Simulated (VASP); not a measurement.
# CuSi16 (a cell with a defect) in VASP: relaxation of the atoms with PBEsol

Aim: the relaxation of the atoms of CuSi16 (a cell with a defect) with PBEsol.

Program: VASP 6.6.1. These are calculated values, not measurements. Logs are shortened: lines on timing, memory, paths and dates and some standing lists are left out, and cuts for length are marked.

## Step 1: The cell of the first run

The cell holds a defect, 17 atoms: a = 7.679 Å, b = 7.679 Å, c = 7.679 Å, α = 60.00°, β = 60.00°, γ = 60.00°.

## Step 2: Relaxation of the atoms, PBEsol

Contents of INCAR:

```
PREC = Accurate
ENCUT = 520
EDIFF = 1E-7
ISMEAR = -1
SIGMA = 0.05
LREAL = Auto
LASPH = True
NELM = 80
ALGO = Normal
ISIF = 2
LWAVE = False
LCHARG = False
GGA = PS
IBRION = 2
NSW = 45
EDIFFG = -0.08
NELECT = 74.0
```

Contents of KPOINTS:

```
Automatic mesh
0
Gamma
  2 2 2
```

Contents of POSCAR:

```
CuSi16
1.0
    0.0000000000      5.4300000000      5.4300000000
    5.4300000000      0.0000000000      5.4300000000
    5.4300000000      5.4300000000      0.0000000000
Si Cu
16 1
Direct
    0.0000000000      0.0000000000      0.0000000000
    0.1250000000      0.1250000000      0.1250000000
    0.0000000000      0.0000000000      0.5000000000
    0.1250000000      0.1250000000      0.6250000000
    0.0000000000      0.5000000000      0.0000000000
    0.1250000000      0.6250000000      0.1250000000
    0.0000000000      0.5000000000      0.5000000000
    0.1250000000      0.6250000000      0.6250000000
    0.5000000000      0.0000000000      0.0000000000
    0.6250000000      0.1250000000      0.1250000000
    0.5000000000      0.0000000000      0.5000000000
    0.6250000000      0.1250000000      0.6250000000
    0.5000000000      0.5000000000      0.0000000000
    0.6250000000      0.6250000000      0.1250000000
    0.5000000000      0.5000000000      0.5000000000
    0.6250000000      0.6250000000      0.6250000000
    0.8071359000      0.3163249000      0.8150483000
```

Potentials or basis: VASP PAW PBE potentials, release 64 (Si, Cu).

Launch:

```
cat potpaw_PBE.64/Si/POTCAR potpaw_PBE.64/Cu/POTCAR > POTCAR
mpirun -np 1 vasp_std > vasp.out
```

OUTCAR:

```text
PREC = Accurate
   ENCUT = 520
   EDIFF = 1E-7
   ISMEAR = -1
   LREAL = Auto
   LASPH = True
   NELM = 80
   ISIF = 2
   GGA = PS
   IBRION = 2
   NSW = 45
   EDIFFG = -0.08
   NELECT = 74.0

 ion  position               nearest neighbor table
   1  0.000  0.000  0.000-  17 2.27   4 2.35   6 2.35  10 2.35   2 2.35
   2  0.125  0.125  0.125-   1 2.35   3 2.35   5 2.35   9 2.35
   3  0.000  0.000  0.500-   2 2.35   4 2.35   8 2.35  12 2.35
   4  0.125  0.125  0.625-  17 2.29   3 2.35   7 2.35  11 2.35   1 2.35
   5  0.000  0.500  0.000-   2 2.35   6 2.35   8 2.35  14 2.35
   6  0.125  0.625  0.125-   1 2.35   5 2.35   7 2.35  13 2.35
   7  0.000  0.500  0.500-  17 2.26   6 2.35   8 2.35  16 2.35   4 2.35
   8  0.125  0.625  0.625-   3 2.35   5 2.35   7 2.35  15 2.35
   9  0.500  0.000  0.000-   2 2.35  10 2.35  12 2.35  14 2.35
  10  0.625  0.125  0.125-  17 2.24   9 2.35  11 2.35  13 2.35   1 2.35
  11  0.500  0.000  0.500-   4 2.35  10 2.35  12 2.35  16 2.35
  12  0.625  0.125  0.625-   3 2.35   9 2.35  11 2.35  15 2.35
  13  0.500  0.500  0.000-  17 2.21  10 2.35  14 2.35  16 2.35   6 2.35
  14  0.625  0.625  0.125-   5 2.35   9 2.35  13 2.35  15 2.35
  15  0.500  0.500  0.500-   8 2.35  12 2.35  14 2.35  16 2.35
  16  0.625  0.625  0.625-  17 2.23  11 2.35  13 2.35  15 2.35   7 2.35
  17  0.807  0.316  0.815-  13 2.21  16 2.23  10 2.24   7 2.26   1 2.27   4 2.29

  LATTYP: Found a face centered cubic cell.
 ALAT       =    10.8600000000

  Lattice vectors:

 A1 = (   0.0000000000,   5.4300000000,   5.4300000000)
 A2 = (   5.4300000000,   0.0000000000,   5.4300000000)
 A3 = (   5.4300000000,   5.4300000000,   0.0000000000)

Analysis of symmetry for initial positions (statically):
=====================================================================
 Subroutine PRICEL returns:
 Original cell was already a primitive cell.

 Routine SETGRP: Setting up the symmetry group for a
 face centered cubic supercell.

 Subroutine GETGRP returns: Found  1 space group operations
 (whereof  1 operations were pure point group operations)
 out of a pool of 48 trial point group operations.

The static configuration has the point symmetry C_1 .

Analysis of symmetry for dynamics (positions and initial velocities):
=====================================================================
 Subroutine PRICEL returns:
 Original cell was already a primitive cell.

 Routine SETGRP: Setting up the symmetry group for a
 face centered cubic supercell.

 Subroutine GETGRP returns: Found  1 space group operations
 (whereof  1 operations were pure point group operations)
 out of a pool of 48 trial point group operations.

The dynamic configuration has the point symmetry C_1 .

 Subroutine INISYM returns: Found  1 space group operations
 (whereof  1 operations are pure point group operations),
 and found     1 'primitive' translations

----------------------------------------------------------------------------------------

                                     Primitive cell

  volume of cell :     320.2060

  direct lattice vectors                    reciprocal lattice vectors
     0.000000000  5.430000000  5.430000000    -0.092081031  0.092081031  0.092081031
     5.430000000  0.000000000  5.430000000     0.092081031 -0.092081031  0.092081031
     5.430000000  5.430000000  0.000000000     0.092081031  0.092081031 -0.092081031

  length of vectors
     7.679179644  7.679179644  7.679179644     0.159489025  0.159489025  0.159489025

  position of ions in fractional coordinates (direct lattice)
     0.000000000  0.000000000  0.000000000
     0.125000000  0.125000000  0.125000000
     0.000000000  0.000000000  0.500000000
     0.125000000  0.125000000  0.625000000
     0.000000000  0.500000000  0.000000000
     0.125000000  0.625000000  0.125000000
[... 9 lines left out ...]
     0.625000000  0.625000000  0.625000000
     0.807135900  0.316324900  0.815048300

  ion indices of the primitive-cell ions
   primitive index   ion index
                 1           1
                 2           2
                 3           3
                 4           4
                 5           5
                 6           6
[... 9 lines left out ...]
                16          16
                17          17

----------------------------------------------------------------------------------------

 KPOINTS: Automatic mesh

Automatic generation of k-mesh.
 Grid dimensions read from file:
 generate k-points for:    2    2    2

 Generating k-lattice:

  Cartesian coordinates                     Fractional coordinates (reciprocal lattice)
    -0.046040516  0.046040516  0.046040516     0.500000000  0.000000000  0.000000000
     0.046040516 -0.046040516  0.046040516     0.000000000  0.500000000  0.000000000
     0.046040516  0.046040516 -0.046040516     0.000000000  0.000000000  0.500000000

  Length of vectors
     0.079744512  0.079744512  0.079744512

  Shift w.r.t. Gamma in fractional coordinates (k-lattice)
     0.000000000  0.000000000  0.000000000

 Subroutine IBZKPT returns following result:
 ===========================================

 Found      8 irreducible k-points:

 Following reciprocal coordinates:
            Coordinates               Weight
  0.000000  0.000000  0.000000      1.000000
  0.500000  0.000000  0.000000      1.000000
  0.000000  0.500000  0.000000      1.000000
  0.000000  0.000000  0.500000      1.000000
  0.500000  0.500000  0.500000      1.000000
  0.500000  0.500000  0.000000      1.000000
  0.000000  0.500000  0.500000      1.000000
  0.500000  0.000000  0.500000      1.000000
   k-points           NKPTS =      8   k-points in BZ     NKDIM =      8   number of bands    NBANDS=     46
   number of dos      NEDOS =    301   number of ions     NIONS =     17
   total plane-waves  NPLWV = 216000
   dimension x,y,z NGX =    60 NGY =   60 NGZ =   60
   dimension x,y,z NGXF=   120 NGYF=  120 NGZF=  120
   ions per type =              16   1
   NGX,Y,Z   is equivalent  to a cutoff of  12.99, 12.99, 12.99 a.u.
   NGXF,Y,Z  is equivalent  to a cutoff of  25.98, 25.98, 25.98 a.u.
 SYSTEM =  unknown system
   PREC   = accura    normal or accurate (medium, high low for compatibility)
   ISTART =      0    job   : 0-new  1-cont  2-samecut
   ICHARG =      2    charge: 1-file 2-atom 10-const
   ISPIN  =      1    spin polarized calculation?
   LNONCOLLINEAR =      F non collinear calculations
   LSORBIT =      F    spin-orbit coupling
   LASPH  =      T    aspherical Exc in radial PAW
   ENCUT  =  520.0 eV  38.22 Ry    6.18 a.u.  14.28 14.28 14.28*2*pi/ulx,y,z
   NELM   =     80;   NELMIN=  2; NELMDL= -5     # of ELM steps
   EDIFF  = 0.1E-06   stopping-criterion for ELM
   LREAL  =      T    real-space projection
   EDIFFG = -.8E-01   stopping-criterion for IOM
   NSW    =     45    number of steps for IOM
   IBRION =      2    ionic relax: 0-MD 1-quasi-New 2-CG
   NFREE  =      1    steps in history (QN), initial steepest desc. (CG)
   ISIF   =      2    stress and relaxation
   ISYM   =      2    0-nonsym 1-usesym 2-fastsym
   POTIM  = 0.5000    time-step for ionic-motion
   TEBEG  =    0.0;   TEEND  =   0.0 temperature during run
   PSTRESS=    0.0 pullay stress
   NELECT =      74.0000    total number of electrons
   NUPDOWN=      -1.0000    fix difference up-down
   EMIN   =  10.00;   EMAX   =-10.00  energy-range for DOS
   EFERMI =   0.00;   METHOD = LEGACY
   ISMEAR =    -1;   SIGMA  =   0.05  broadening in eV -4-tet -1-fermi 0-gaus
   EFERMI_NEDOS =   21; number of points for ismear=-14 and -15
   IALGO  =     38    algorithm
   IMIX   =      4    mixing-type and parameters
     AMIX     =   0.40;   BMIX     =  1.00
     AMIX_MAG =   1.60;   BMIX_MAG =  1.00
  volume/ion in A,a.u.               =      18.84       127.11
  Fermi-wavevector in a.u.,A,eV,Ry     =   1.004636  1.898488 13.732283  1.009294
  Thomas-Fermi vector in A             =   2.137265
   LORBIT       =      0    0 simple, 1 ext, 2 COOP (PROOUT), +10 PAW based schemes
   GGA     = PS    functional components
   LHFCALC =     F    Hartree Fock is set to
   AEXX    =    0.0000 exact exchange contribution
   IVDW    =     0    specifies the selected vdW correction
   LEPSILON=     F    determine dielectric tensor
   LRPA    =     F    only Hartree local field effects (RPA)
 conjugate gradient relaxation of ions
 non-spin polarized calculation
  energy-cutoff  :      520.00
  volume of cell :      320.21
 maximum number of plane-waves:      8646
 NGX is ok and might be reduce to    60
   NGX = 29   NGY = 29   NGZ = 29

--------------------------------------- Ionic step        1  -------------------------------------------

 number of electron      74.0000005 magnetization

 Free energy of the ion-electron system (eV)
  ---------------------------------------------------
  ext. energy  EPLUGINS =         0.00000000
  ---------------------------------------------------
  free energy    TOTEN  =       -99.50666184 eV

  energy without entropy =      -99.47974731  energy(sigma->0) =      -99.49320457

------------------------ aborting loop because EDIFF is reached ----------------------------------------

  FORCE on cell =-STRESS in cart. coord.  units (eV):
  Direction    XX          YY          ZZ          XY          YZ          ZX
  --------------------------------------------------------------------------------------
  -------------------------------------------------------------------------------------
  Total       -1.6630967     -1.7038429     -1.7181467     -2.0844733     -2.0686427     -2.0833561
  in kB       -8.3214421     -8.5253191     -8.5968895    -10.4298347    -10.3506252    -10.4242449
  external PRESSURE =      -8.4812169 kB  Pullay stress =       0.0000000 kB
[... 134 lines left out ...]
  FREE ENERGIE OF THE ION-ELECTRON SYSTEM (eV)
  ---------------------------------------------------
  free  energy   TOTEN  =       -99.8983889748 eV

  energy  without entropy=      -99.8776147815  energy(sigma->0) =      -99.88800188

[... ionic steps 4 to 9 ...]

--------------------------------------- Ionic step       10  -------------------------------------------

 number of electron      73.9999998 magnetization

------------------------ aborting loop because EDIFF is reached ----------------------------------------

  FORCE on cell =-STRESS in cart. coord.  units (eV):
  Direction    XX          YY          ZZ          XY          YZ          ZX
  --------------------------------------------------------------------------------------
  -------------------------------------------------------------------------------------
  Total       -4.9602940     -4.9414603     -4.9383104      0.8175237      0.8444315      0.8242806
  in kB      -24.8192422    -24.7250061    -24.7092453      4.0905474      4.2251830      4.1243562
  external PRESSURE =     -24.7511645 kB  Pullay stress =       0.0000000 kB
[... 87 lines left out ...]
  energy  without entropy=     -100.0354326831  energy(sigma->0) =     -100.04582513

--------------------------------------- Ionic step       12  -------------------------------------------

 number of electron      73.9999996 magnetization

 Free energy of the ion-electron system (eV)
  ---------------------------------------------------
  ext. energy  EPLUGINS =         0.00000000
  ---------------------------------------------------
  free energy    TOTEN  =      -100.07018066 eV

  energy without entropy =     -100.04702685  energy(sigma->0) =     -100.05860375

 E-fermi :   6.3255     XC(G=0):  -9.7624

 val. band max:        6.2995986458   @ k =   0.0000   0.0000   0.0000
 cond. band min:       6.3917309995   @ k =   0.0000   0.0000   0.0000
 fundamental gap:      0.0921323538
 Fermi energy:         6.3254575379

 k-point     1 :       0.0000    0.0000    0.0000
  band No.  band energies     occupation
      1      -5.9795      2.00000
      2      -3.6180      2.00000
      3      -3.5635      2.00000
      4      -3.5632      2.00000
      5      -3.5193      2.00000
      6      -2.0213      2.00000
[... 425 lines left out ...]
  FREE ENERGIE OF THE ION-ELECTRON SYSTEM (eV)
  ---------------------------------------------------
  free  energy   TOTEN  =      -100.0701806570 eV

  energy  without entropy=     -100.0470268497  energy(sigma->0) =     -100.05860375

 reached required accuracy - stopping structural energy minimisation
```

Run time: 15 min. Hardware: 1 thread of Intel Xeon 6975P-C (Granite Rapids), shared host; peak memory 0.56 GiB.

Results:

| Item | Value |
| --- | --- |
| Free energy | -100.0702 eV |
| Energy gained by relaxing | 33.1 meV/atom |
| Ionic steps | 12 |
| Largest force after relaxing | 0.071 eV/Å |

Forces in eV/Å, atoms in the order of the input:
```
Si  -0.019 -0.009  0.033
Si   0.020 -0.015  0.004
Si   0.010 -0.016 -0.013
Si   0.023  0.000 -0.009
Si  -0.059 -0.023 -0.028
Si   0.027  0.014  0.017
Si  -0.022  0.042  0.000
Si   0.018  0.000 -0.016
Si   0.011 -0.007  0.012
Si  -0.056  0.012 -0.036
Si  -0.001 -0.020 -0.017
Si   0.013  0.049  0.044
Si   0.064  0.027  0.016
Si  -0.017 -0.005 -0.002
Si   0.012  0.012 -0.004
Si  -0.054 -0.047  0.006
Cu   0.029 -0.014 -0.008
```

Step by step:
| step | energy change (eV) | largest force (eV/Å) | pressure (GPa) |
| --- | --- | --- | --- |
| 1 | 0.0000 | 1.8667 | -0.85 |
| 2 | -0.3917 | 0.5801 | -1.71 |
| 3 | -0.3917 | 0.5810 | -1.71 |
| 4 | -0.4339 | 0.3362 | -1.76 |
| 5 | -0.4409 | 0.3485 | -1.78 |
| 6 | -0.4620 | 0.1673 | -1.83 |
| 7 | -0.4708 | 0.2713 | -1.87 |
| 8 | -0.4878 | 0.2315 | -1.91 |
| 9 | -0.5269 | 0.1871 | -2.08 |
| 10 | -0.5469 | 0.3332 | -2.48 |
| 11 | -0.5496 | 0.2352 | -2.37 |
| 12 | -0.5635 | 0.0713 | -2.55 |

Final structure:
```
Si Cu
1.0
     0.00000    5.43000    5.43000
     5.43000    0.00000    5.43000
     5.43000    5.43000    0.00000
Si Cu
16 1
Cartesian
  5.3742 0.0731 5.3647
  1.3072 1.3708 1.3071
  8.1335 2.7646 5.4797
  3.9999 4.1314 1.4179
  8.0138 10.7236 8.0093
  3.9281 1.2096 3.9248
  5.3748 2.6484 2.7876
  6.7370 4.0218 4.0860
  5.4814 2.7663 8.1324
  1.4257 4.1283 4.0029
  2.8612 5.5739 2.8593
  4.2083 6.9181 4.2039
  2.7851 2.6505 5.3672
  4.0869 4.0197 6.7347
  5.4818 5.4172 5.4818
  6.8554 6.7184 6.8445
  6.1092 8.8327 6.1165
```

Levels at points of the mesh, in eV from the Fermi level:
```tsv
k point	band 34	band 35	band 36	band 37	band 38	band 39	band 40	band 41
(0.00, 0.00, 0.00)	-1.11	-0.51	-0.16	-0.03	0.07	0.07	0.49	0.49
(0.50, 0.00, 0.00)	-1.05	-0.97	-0.87	-0.70	0.62	0.97	1.04	1.23
(0.00, 0.50, 0.00)	-1.05	-0.96	-0.87	-0.70	0.62	0.97	1.04	1.23
(0.00, 0.00, 0.50)	-1.05	-0.96	-0.87	-0.70	0.62	0.97	1.04	1.23
(0.50, 0.50, 0.50)	-0.87	-0.87	-0.50	-0.50	0.53	0.91	1.40	1.40
(0.50, 0.50, 0.00)	-1.66	-1.44	-1.42	-1.14	0.67	0.77	1.83	2.04
(0.00, 0.50, 0.50)	-1.66	-1.44	-1.42	-1.14	0.67	0.77	1.83	2.04
(0.50, 0.00, 0.50)	-1.66	-1.44	-1.42	-1.14	0.67	0.77	1.83	2.04
```

Caveat: the k points lie up to 0.50 Å⁻¹ apart; the cell carries a net charge on a neutralising background, which shifts energy and pressure; the cell is charged against a uniform background, so pressure and absolute levels hang on convention; the PAW data sets were made with another functional, which shifts forces and pressure a little; the relaxation stopped at a loose force limit of 0.08 eV/Å, so its end isn't a converged minimum.
